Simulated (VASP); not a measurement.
Set up this calculation in VASP 6.6.1, as the native input.

- Task: single point
- Functional: r2SCAN
- Potentials or basis: VASP PAW PBE potentials, release 64 (Sc_sv, Al)
- Cutoff: 520 eV
- k mesh: 12 × 12 × 12
- Occupations: gaussian, width 0.1 eV
- Spin: no spin polarisation
- Dipole correction: no
- Further INCAR settings: ALGO = Normal; EDIFF = 1e-06; NBANDS = 18

The system is ScAl3.

```xyz
4
Lattice="4.0860 0.0000 0.0000 0.0000 4.0860 0.0000 0.0000 0.0000 4.0860" Properties=species:S:1:pos:R:3 pbc="T T T"
Sc    0.0000    0.0000    0.0000
Al    2.0430    0.0000    2.0430
Al    0.0000    2.0430    2.0430
Al    2.0430    2.0430    0.0000
```

One way to write it, as run:

POSCAR

```
ScAl3
1.0
    4.0860238918      0.0000000000      0.0000000000
    0.0000000000      4.0860238918      0.0000000000
    0.0000000000      0.0000000000      4.0860238918
Sc Al
1 3
Direct
    0.0000000000      0.0000000000      0.0000000000
    0.5000000000      0.0000000000      0.5000000000
    0.0000000000      0.5000000000      0.5000000000
    0.5000000000      0.5000000000      0.0000000000
```

INCAR.step1

```
SYSTEM = ScAl3
PREC = Accurate
ENCUT = 520
ISMEAR = 0
SIGMA = 0.1
LREAL = .False.
LASPH = .True.
NELM = 80
NBANDS = 18
GGA = PE
ALGO = Normal
EDIFF = 1E-4
LWAVE = .True.
LCHARG = .False.
```

INCAR.step2

```
SYSTEM = ScAl3
PREC = Accurate
ENCUT = 520
EDIFF = 1E-6
ISMEAR = 0
SIGMA = 0.1
LREAL = .False.
LASPH = .True.
NELM = 80
ALGO = Normal
ISIF = 2
LWAVE = .False.
LCHARG = .False.
METAGGA = R2SCAN
LMIXTAU = .True.
NBANDS = 18
ISTART = 1
```

KPOINTS

```
Automatic mesh
0
Gamma
  12 12 12
  0 0 0
```

Potentials or basis: VASP PAW PBE potentials, release 64 (Sc_sv, Al).

The run is started by

```sh
$ cat potpaw_PBE.64/Sc_sv/POTCAR potpaw_PBE.64/Al/POTCAR > POTCAR
$ cp INCAR.step1 INCAR
$ mpirun -np 1 vasp_std > vasp.out
$ cp INCAR.step2 INCAR
$ mpirun -np 1 vasp_std > vasp.out
```

It gave:

| Quantity | Value |
| --- | --- |
| Pressure | 0.0 GPa |
| Band gap on the k mesh | zero (bands 10 and 11 overlap by 4.25 eV) |

Caveat: the PAW data sets were made with another functional, which shifts forces and pressure a little.

It took 3.5 min on 1 thread of AMD EPYC 7R13 Processor (Zen 3), with other jobs on the host, peak memory 0.2 GiB.
